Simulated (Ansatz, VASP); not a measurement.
H2O: VASP beside Ansatz

```xyz
3
Lattice="12.0000 0.0000 0.0000 0.0000 12.5000 0.0000 0.0000 0.0000 13.0000" Properties=species:S:1:pos:R:3 pbc="T T T"
O     6.0000    6.2500    6.7984
H     6.0000    7.0142    6.2017
H     6.0000    5.4858    6.2017
```

Alike in both runs: functional PBE; k mesh 1 × 1 × 1; occupations gaussian, width 0.01 eV; no spin polarisation.

Ansatz relaxed the structure, and its values are those at the end. VASP's run is a single point on that final structure, the one shown.

|  | VASP | Ansatz |
| --- | --- | --- |
| version | VASP 6.6.1 | Ansatz 0.2.0 |
| potentials or method | VASP PAW PBE potentials, release 64 (O, H) | scalar-relativistic, plane waves, PAW |
| plane-wave cutoff (eV) | 520 | 420 |
| valence electrons in the cell | 8 | 8 |

```csv
,VASP,Ansatz,Ansatz less VASP
rms of the force components (eV/Å),0.069,0.000,-0.0684
```
